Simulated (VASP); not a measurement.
Wanted: the native input for a VASP 6.6.1 run.

```
Task                   : single point
Functional             : RPBE
Potentials or basis    : VASP PAW PBE potentials, release 64 (Pt, C, O)
Cutoff                 : 520 eV
k mesh                 : 6 × 12 × 1
Occupations            : gaussian, width 0.1 eV
Spin                   : no spin polarisation
Dipole correction      : yes
Further INCAR settings : ALGO = Normal; EDIFF = 1e-07; NBANDS = 56
```

The structure of Pt8CO lies in POSCAR:

```
Pt8CO
1.0
    5.6467621712      0.0000000000      0.0000000000
   -1.4116905428      2.4451197447      0.0000000000
    0.0000000000      0.0000000000     27.0658430092
Pt C O
8 1 1
Direct
    0.3333333333      0.3333333333      0.3140489656
    0.8333333333      0.3333333333      0.3140489656
    0.6666666667      0.6666666667      0.3992220379
    0.1666666667      0.6666666667      0.3992220379
    0.0017755206      0.0017755206      0.4826813078
    0.4891159648     -0.0108840352      0.4859610823
    0.3416093285      0.3416093285      0.5807637089
    0.8379795678      0.3379795678      0.5642576215
    0.3186168074      0.8186168074      0.6345021018
    0.3049354505      0.8049354505      0.6777602190
```

One way to write it, as run:

INCAR

```
SYSTEM = Pt8CO
ALGO = Normal ; DIPOL = 0.5 0.5 0.485
EDIFF = 1E-7 ; ENCUT = 520
GGA = RP ; IDIPOL = 3
ISIF = 2 ; ISMEAR = 0
LASPH = .TRUE. ; LCHARG = .TRUE.
LDIPOL = .TRUE. ; LELF = .TRUE.
LREAL = .FALSE. ; LVACPOTAV = .TRUE.
LVHAR = .TRUE. ; LWAVE = .FALSE.
NBANDS = 56 ; NELM = 100
PREC = Accurate ; SIGMA = 0.1
```

KPOINTS

```
k-points
0
G
  6 12 1
  0 0 0
```

Potentials or basis: VASP PAW PBE potentials, release 64 (Pt, C, O).

Launch:

```console
$ cat potpaw_PBE.64/Pt/POTCAR potpaw_PBE.64/C/POTCAR potpaw_PBE.64/O/POTCAR > POTCAR
$ mpirun -np 1 vasp_std > vasp.out
```

Results of the run:

```yaml
Largest_force: 0.720 eV/Å
Band_gap_on_the_k_mesh: zero (bands 45 and 46 overlap by 1.18 eV)
```

Caveat: the PAW data sets were made with another functional, which shifts forces and pressure a little; spin-orbit coupling is left out, which moves the levels of the heavy elements.

Wall time 57 min on 1 thread of Intel Xeon 8259CL, on a shared host, peak memory 0.78 GiB.
